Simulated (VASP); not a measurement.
# PbO2 in VASP: single point with PBE

Aim: the single point of PbO2 with PBE.

Everything below comes from runs of VASP 6.6.1. Logs are shortened: lines on timing, memory, paths and dates and some standing lists are left out, and cuts for length are marked.

## Step 1: The cell of the first run

The cell holds a slab with vacuum, 24 atoms: a = 5.083 Å, b = 6.139 Å, c = 25.306 Å, α = 90.00°, β = 90.00°, γ = 90.00°.

## Step 2: Single point, PBE

File INCAR:

```
SYSTEM = PbO2
PREC = Accurate ; ENCUT = 520
EDIFF = 1E-7 ; ISMEAR = 0
SIGMA = 0.1 ; LREAL = Auto
LASPH = .TRUE. ; NELM = 80
ALGO = Normal ; ISIF = 2
LWAVE = .FALSE. ; LCHARG = .TRUE.
LDIPOL = .TRUE. ; IDIPOL = 3
DIPOL = 0.5 0.5 0.500 ; GGA = PE
LVHAR = .TRUE. ; LVACPOTAV = .TRUE.
NBANDS = 122 ; KPAR = 4
```

File KPOINTS:

```
Automatic mesh
0
G
  7 6 1
  0 0 0
```

File POSCAR:

```
PbO2
1.0
    5.0826191380      0.0000000000      0.0000000000
    0.0000000000      6.1386006885      0.0000000000
    0.0000000000      0.0000000000     25.3061296212
O Pb
16 8
Direct
    0.1686019563      0.9674033095      0.2941617478
    0.3313980437      0.4674033095      0.2941617478
    0.6752834017      0.8965423197      0.3609805929
    0.8247165983      0.3965423197      0.3609805929
    0.1858629024      0.6676329063      0.4129325174
    0.3141370976      0.1676329063      0.4129325174
    0.6777188585      0.5731595537      0.4769925529
    0.8222811415      0.0731595537      0.4769925529
    0.1777183956      0.3545689091      0.5230067936
    0.3222816044      0.8545689091      0.5230067936
    0.6858639081      0.2600967507      0.5870678552
    0.8141360919      0.7600967507      0.5870678552
    0.1752809599      0.0311840822      0.6390191337
    0.3247190401      0.5311840822      0.6390191337
    0.6686013343      0.9603255122      0.7058390155
    0.8313986657      0.4603255122      0.7058390155
    0.0428799716      0.6850819352      0.3325026091
    0.4571200284      0.1850819352      0.3325026091
   -0.0097261396      0.3710568453      0.4433730405
    0.5097261396      0.8710568453      0.4433730405
    0.0097265333      0.0566708692      0.5566263231
    0.4902734667      0.5566708692      0.5566263231
   -0.0428807626      0.7426459317      0.6674978183
    0.5428807626      0.2426459317      0.6674978183
```

Potentials or basis: VASP PAW PBE potentials, release 64 (O, Pb_d).

Started as:

```
$ cat potpaw_PBE.64/O/POTCAR potpaw_PBE.64/Pb_d/POTCAR > POTCAR
$ mpirun -np 4 vasp_std > vasp.out
```

OUTCAR:

```text
SYSTEM = PbO2
   PREC = Accurate
   ENCUT = 520
   EDIFF = 1E-7
   ISMEAR = 0
   LREAL = Auto
   LASPH = .TRUE.
   NELM = 80
   ISIF = 2
   GGA = PE

 ion  position               nearest neighbor table
   1  0.169  0.967  0.294-  17 2.09  18 2.21
   2  0.331  0.467  0.294-  18 2.09  17 2.21
   3  0.675  0.897  0.361-  18 2.21  20 2.25  17 2.39
   4  0.825  0.397  0.361-  17 2.21  19 2.25  18 2.39
   5  0.186  0.668  0.413-  17 2.16  20 2.21  19 2.21
   6  0.314  0.168  0.413-  18 2.16  19 2.21  20 2.21
   7  0.678  0.573  0.477-  19 2.19  20 2.19  22 2.23
   8  0.822  0.073  0.477-  20 2.19  19 2.19  21 2.23
   9  0.178  0.355  0.523-  22 2.19  21 2.19  19 2.23
  10  0.322  0.855  0.523-  21 2.19  22 2.19  20 2.23
  11  0.686  0.260  0.587-  24 2.16  21 2.21  22 2.21
  12  0.814  0.760  0.587-  23 2.16  22 2.21  21 2.21
  13  0.175  0.031  0.639-  23 2.21  21 2.25  24 2.39
  14  0.325  0.531  0.639-  24 2.21  22 2.25  23 2.39
  15  0.669  0.960  0.706-  24 2.09  23 2.21
  16  0.831  0.460  0.706-  23 2.09  24 2.21
  17  0.043  0.685  0.333-   1 2.09   5 2.16   2 2.21   4 2.21   3 2.39  19 3.41  18 3.72  18 3.72
                            20 3.85  20 4.06
  18  0.457  0.185  0.333-   2 2.09   6 2.16   1 2.21   3 2.21   4 2.39  20 3.41  17 3.72  17 3.72
                            19 3.85  19 4.06
  19  0.990  0.371  0.443-   7 2.19   8 2.19   6 2.21   5 2.21   9 2.23   4 2.25  17 3.41  21 3.46
                            18 3.85  20 3.92  20 3.92  22 4.00  22 4.00  20 4.05  20 4.05  18 4.06
  20  0.510  0.871  0.443-   8 2.19   7 2.19   5 2.21   6 2.21  10 2.23   3 2.25  18 3.41  22 3.46
                            17 3.85  19 3.92  19 3.92  21 4.00  21 4.00  19 4.05  19 4.05  17 4.06
  21  0.010  0.057  0.557-  10 2.19   9 2.19  11 2.21  12 2.21   8 2.23  13 2.25  23 3.41  19 3.46
                            24 3.85  22 3.92  22 3.92  20 4.00  20 4.00  22 4.05  22 4.05  24 4.06
  22  0.490  0.557  0.557-   9 2.19  10 2.19  12 2.21  11 2.21   7 2.23  14 2.25  24 3.41  20 3.46
                            23 3.85  21 3.92  21 3.92  19 4.00  19 4.00  21 4.05  21 4.05  23 4.06
  23  0.957  0.743  0.667-  16 2.09  12 2.16  15 2.21  13 2.21  14 2.39  21 3.41  24 3.72  24 3.72
                            22 3.85  22 4.06
  24  0.543  0.243  0.667-  15 2.09  11 2.16  16 2.21  14 2.21  13 2.39  22 3.41  23 3.72  23 3.72
                            21 3.85  21 4.06

  LATTYP: Found a simple orthorhombic cell.
 ALAT       =     5.0826191380
 B/A-ratio  =     1.2077632657
 C/A-ratio  =     4.9789545378

  Lattice vectors:

 A1 = (   5.0826191380,   0.0000000000,   0.0000000000)
 A2 = (   0.0000000000,   6.1386006885,   0.0000000000)
 A3 = (   0.0000000000,   0.0000000000,  25.3061296212)

Analysis of symmetry for initial positions (statically):
=====================================================================
 Subroutine PRICEL returns:
 Original cell was already a primitive cell.

 Routine SETGRP: Setting up the symmetry group for a
 simple orthorhombic supercell.

 Subroutine GETGRP returns: Found  4 space group operations
 (whereof  1 operations were pure point group operations)
 out of a pool of  8 trial point group operations.

The static configuration has the point symmetry C_1 .
 The point group associated with its full space group is C_2h.

Analysis of symmetry for dynamics (positions and initial velocities):
=====================================================================
 Subroutine PRICEL returns:
 Original cell was already a primitive cell.

 Routine SETGRP: Setting up the symmetry group for a
 simple orthorhombic supercell.

 Subroutine GETGRP returns: Found  4 space group operations
 (whereof  1 operations were pure point group operations)
 out of a pool of  8 trial point group operations.

The dynamic configuration has the point symmetry C_1 .
 The point group associated with its full space group is C_2h.

 Subroutine INISYM returns: Found  4 space group operations
 (whereof  1 operations are pure point group operations),
 and found     1 'primitive' translations

----------------------------------------------------------------------------------------

                                     Primitive cell

  volume of cell :     789.5555

  direct lattice vectors                    reciprocal lattice vectors
     5.082619138  0.000000000  0.000000000     0.196748954  0.000000000  0.000000000
[... 67 lines left out ...]
 Generating k-lattice:

  Cartesian coordinates                     Fractional coordinates (reciprocal lattice)
     0.028106993  0.000000000  0.000000000     0.142857143  0.000000000  0.000000000
     0.000000000  0.027150596  0.000000000     0.000000000  0.166666667  0.000000000
     0.000000000  0.000000000  0.039516118     0.000000000  0.000000000  1.000000000

  Length of vectors
     0.028106993  0.027150596  0.039516118

  Shift w.r.t. Gamma in fractional coordinates (k-lattice)
     0.000000000  0.000000000  0.000000000

 Subroutine IBZKPT returns following result:
 ===========================================

 Found     16 irreducible k-points:

 Following reciprocal coordinates:
            Coordinates               Weight
  0.000000  0.000000  0.000000      1.000000
  0.142857  0.000000  0.000000      2.000000
  0.285714  0.000000  0.000000      2.000000
  0.428571  0.000000  0.000000      2.000000
  0.000000  0.166667  0.000000      2.000000
  0.142857  0.166667  0.000000      4.000000
[... 8 lines left out ...]
  0.285714  0.500000  0.000000      2.000000
  0.428571  0.500000  0.000000      2.000000
   k-points           NKPTS =     16   k-points in BZ     NKDIM =     16   number of bands    NBANDS=    122
   number of dos      NEDOS =    301   number of ions     NIONS =     24
   total plane-waves  NPLWV = 368640
   dimension x,y,z NGX =    40 NGY =   48 NGZ =  192
   dimension x,y,z NGXF=    80 NGYF=   96 NGZF=  384
   ions per type =              16   8
   NGX,Y,Z   is equivalent  to a cutoff of  13.08, 13.00, 12.61 a.u.
   NGXF,Y,Z  is equivalent  to a cutoff of  26.17, 26.00, 25.23 a.u.
 SYSTEM =  PbO2
   PREC   = accura    normal or accurate (medium, high low for compatibility)
   ISTART =      0    job   : 0-new  1-cont  2-samecut
   ICHARG =      2    charge: 1-file 2-atom 10-const
   ISPIN  =      1    spin polarized calculation?
   LNONCOLLINEAR =      F non collinear calculations
   LSORBIT =      F    spin-orbit coupling
   LASPH  =      T    aspherical Exc in radial PAW
   ENCUT  =  520.0 eV  38.22 Ry    6.18 a.u.   9.45 11.41 47.05*2*pi/ulx,y,z
   NELM   =     80;   NELMIN=  2; NELMDL= -5     # of ELM steps
   EDIFF  = 0.1E-06   stopping-criterion for ELM
   LREAL  =      T    real-space projection
   EDIFFG = 0.1E-05   stopping-criterion for IOM
   NSW    =      0    number of steps for IOM
   IBRION =     -1    ionic relax: 0-MD 1-quasi-New 2-CG
   NFREE  =      0    steps in history (QN), initial steepest desc. (CG)
   ISIF   =      2    stress and relaxation
   ISYM   =      2    0-nonsym 1-usesym 2-fastsym
   POTIM  = 0.5000    time-step for ionic-motion
   TEBEG  =    0.0;   TEEND  =   0.0 temperature during run
   PSTRESS=    0.0 pullay stress
   NELECT =     208.0000    total number of electrons
   NUPDOWN=      -1.0000    fix difference up-down
   EMIN   =  10.00;   EMAX   =-10.00  energy-range for DOS
   EFERMI =   0.00;   METHOD = LEGACY
   ISMEAR =     0;   SIGMA  =   0.10  broadening in eV -4-tet -1-fermi 0-gaus
   EFERMI_NEDOS =   21; number of points for ismear=-14 and -15
   IALGO  =     38    algorithm
   IMIX   =      4    mixing-type and parameters
     AMIX     =   0.40;   BMIX     =  1.00
     AMIX_MAG =   1.60;   BMIX_MAG =  1.00
  volume/ion in A,a.u.               =      32.90       222.01
  Fermi-wavevector in a.u.,A,eV,Ry     =   1.049466  1.983203 14.985170  1.101379
  Thomas-Fermi vector in A             =   2.184430
   LORBIT       =      0    0 simple, 1 ext, 2 COOP (PROOUT), +10 PAW based schemes
   GGA     = PE    functional components
   LHFCALC =     F    Hartree Fock is set to
   AEXX    =    0.0000 exact exchange contribution
   IVDW    =     0    specifies the selected vdW correction
   LEPSILON=     F    determine dielectric tensor
   LRPA    =     F    only Hartree local field effects (RPA)
 non-spin polarized calculation
 Gauss-broadening in eV      SIGMA  =   0.10
  energy-cutoff  :      520.00
  volume of cell :      789.56
 maximum number of plane-waves:     21311
 NGX is ok and might be reduce to    40
   NGX = 19   NGY = 23   NGZ = 95

 dipolmoment           0.000000      0.000000     -0.000000 electrons x Angstroem

 number of electron     208.0000046 magnetization

 dipolmoment           0.000000      0.000000      0.000843 electrons x Angstroem

 Free energy of the ion-electron system (eV)
  ---------------------------------------------------
  ext. energy  EPLUGINS =         0.00000000
  ---------------------------------------------------
  free energy    TOTEN  =      -124.16195057 eV

  energy without entropy =     -124.15434749  energy(sigma->0) =     -124.15814903

 E-fermi :  -2.2088     XC(G=0):  -5.2107

 val. band max:       -2.2144656779   @ k =   0.0000   0.0000   0.0000
 cond. band min:      -2.0929415049   @ k =   0.0000   0.1667   0.0000
 fundamental gap:      0.1215241729
 Fermi energy:        -2.2087816215

 k-point     1 :       0.0000    0.0000    0.0000
  band No.  band energies     occupation
      1     -20.2334      2.00000
      2     -20.2186      2.00000
      3     -20.1631      2.00000
      4     -20.1500      2.00000
      5     -19.8246      2.00000
      6     -19.7905      2.00000
[... 1893 lines left out ...]
    115       3.7737      0.00000
    116       3.7737      0.00000
 [bands above 116 left out]

------------------------ aborting loop because EDIFF is reached ----------------------------------------

  FORCE on cell =-STRESS in cart. coord.  units (eV):
  Direction    XX          YY          ZZ          XY          YZ          ZX
  --------------------------------------------------------------------------------------
  -------------------------------------------------------------------------------------
  Total       -5.9672820     -8.6986641      0.5026253      0.0000000     -0.2411623      0.0000000
  in kB      -12.1088937    -17.6514532      1.0199344      0.0000000     -0.4893700      0.0000000
  external PRESSURE =      -9.5801375 kB  Pullay stress =       0.0000000 kB

 VOLUME and BASIS-vectors are now :
 -----------------------------------------------------------------------------
  energy-cutoff  :      520.00
  volume of cell :      789.56
      direct lattice vectors                 reciprocal lattice vectors
     5.082619138  0.000000000  0.000000000     0.196748954  0.000000000  0.000000000
     0.000000000  6.138600689  0.000000000     0.000000000  0.162903575  0.000000000
     0.000000000  0.000000000 25.306129621     0.000000000  0.000000000  0.039516118

 POSITION                                       TOTAL-FORCE (eV/Angst)
 -----------------------------------------------------------------------------------
      0.85694      5.93850      7.44410        -0.002390      0.022811     -0.032698
      1.68437      2.86920      7.44410         0.002390      0.022811     -0.032698
      3.43221      5.50352      9.13502         0.018557     -0.016871     -0.014571
      4.19172      2.43421      9.13502        -0.018557     -0.016871     -0.014571
      0.94467      4.09833     10.44972         0.004002      0.003116      0.006741
      1.59664      1.02903     10.44972        -0.004002      0.003116      0.006741
[... 16 lines left out ...]
      4.86467      4.55881     16.89179         0.030674      0.001231      0.009377
      2.75926      1.48951     16.89179        -0.030674      0.001231      0.009377
 -----------------------------------------------------------------------------------
    total drift:                               -0.000560     -0.021521      0.220269

  FREE ENERGIE OF THE ION-ELECTRON SYSTEM (eV)
  ---------------------------------------------------
  free  energy   TOTEN  =      -124.1619505694 eV

  energy  without entropy=     -124.1543474945  energy(sigma->0) =     -124.15814903

 vacuum level on the upper side and lower side of the slab         5.017         5.012
```

Wall time 17 min (4 MPI ranks of Intel Xeon Platinum 8259CL at 2.50GHz (Skylake/Cascade Lake), shared host); peak memory 1.3 GiB.

Results:

* Free energy: -124.1620 eV
* Largest force: 0.040 eV/Å
* Band gap on the k mesh: 0.09 eV (least direct gap 0.17 eV)

Forces on the atoms (eV/Å):
```
O   -0.002  0.023 -0.033
O    0.002  0.023 -0.033
O    0.019 -0.017 -0.015
O   -0.019 -0.017 -0.015
O    0.004  0.003  0.007
O   -0.004  0.003  0.007
O    0.004 -0.006  0.000
O   -0.004 -0.006  0.000
O    0.004  0.006  0.000
O   -0.004  0.006  0.000
O    0.004 -0.003 -0.007
O   -0.004 -0.003 -0.007
O    0.019  0.017  0.015
O   -0.019  0.017  0.015
O   -0.002 -0.023  0.033
O    0.002 -0.023  0.033
Pb  -0.031 -0.001 -0.009
Pb   0.031 -0.001 -0.009
Pb   0.005  0.004  0.003
Pb  -0.005  0.004  0.003
Pb  -0.005 -0.004 -0.003
Pb   0.005 -0.004 -0.003
Pb   0.031  0.001  0.009
Pb  -0.031  0.001  0.009
```

Caveat: the smearing spreads over this small gap; spin-orbit coupling is left out, which moves the levels of the heavy elements.

The gap in the log of VASP goes by the Fermi energy; the results here count the filled bands.